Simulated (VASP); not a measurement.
Write the native input for VASP 6.6.1 that does the following.

| Property | Result |
| --- | --- |
| Task | electric field gradients |
| Functional | r2SCAN |
| Potentials or basis | VASP PAW PBE potentials, release 64 (Pt) |
| Cutoff | 520 eV |
| k mesh | 10 × 10 × 10 |
| Occupations | fermi-dirac, width 0.05 eV |
| Spin | no spin polarisation |
| Dipole correction | no |
| Further INCAR settings | ALGO = Normal; EDIFF = 1e-08; NBANDS = 17 |

The system is Pt.

```
CELL_PARAMETERS angstrom
0.00000 2.69511 2.69511
2.69511 0.00000 2.69511
2.69511 2.69511 0.00000
ATOMIC_POSITIONS crystal
Pt 0.83000 0.89000 0.89000
Pt 0.17000 0.11000 0.11000
```

This cell differs from its parent crystal: shortest bond scaled by 0.88.

One way to write it, as run:

POSCAR

```
Pt
1.0
    0.0000000000      2.6951100335      2.6951100335
    2.6951100335      0.0000000000      2.6951100335
    2.6951100335      2.6951100335      0.0000000000
Pt
2
Direct
   -0.1700000000     -0.1100000000     -0.1100000000
    0.1700000000      0.1100000000      0.1100000000
```

INCAR.step1

```
  PREC = Accurate
  ENCUT = 520
  ISMEAR = -1
  SIGMA = 0.05
  LREAL = F
  LASPH = T
  NELM = 80
  NBANDS = 17
  GGA = PE
  ALGO = Normal
  EDIFF = 1E-4
  LWAVE = T
  LCHARG = F
```

INCAR.step2

```
  PREC = Accurate
  ENCUT = 520
  EDIFF = 1E-8
  ISMEAR = -1
  SIGMA = 0.05
  LREAL = F
  LASPH = T
  NELM = 80
  ALGO = Normal
  ISIF = 2
  LWAVE = F
  LCHARG = F
  METAGGA = R2SCAN
  LMIXTAU = T
  LEFG = T
  NBANDS = 17
  ISTART = 1
```

KPOINTS

```
Automatic mesh
0
Gamma
  10 10 10
```

Potentials or basis: VASP PAW PBE potentials, release 64 (Pt).

The run is started by

```bash
$ cat potpaw_PBE.64/Pt/POTCAR > POTCAR
$ cp INCAR.step1 INCAR
$ mpirun -np 1 vasp_std > vasp.out
$ cp INCAR.step2 INCAR
$ mpirun -np 1 vasp_std > vasp.out
```

Results of the run:

The pressure is 48.0 GPa, the largest force is 9.454 eV/Å and the band gap on the k mesh is zero (bands 10 and 11 overlap by 1.51 eV). The largest electric field gradient by atom is Pt -39.9 V/Å².

Caveat: the cell differs from its parent crystal (shortest bond scaled by 0.88); the cell stands under pressure; without QUAD_EFG the Cq values of the log hold for a quadrupole moment of 1 mb, not for the nuclei; the PAW data sets were made with another functional, which shifts forces and pressure a little; spin-orbit coupling is left out, which moves the levels of the heavy elements.

Wall time 4.5 min on 1 thread of Intel(R) Xeon(R) Platinum 8488C (Sapphire Rapids), with other jobs on the host, peak memory 0.21 GiB.
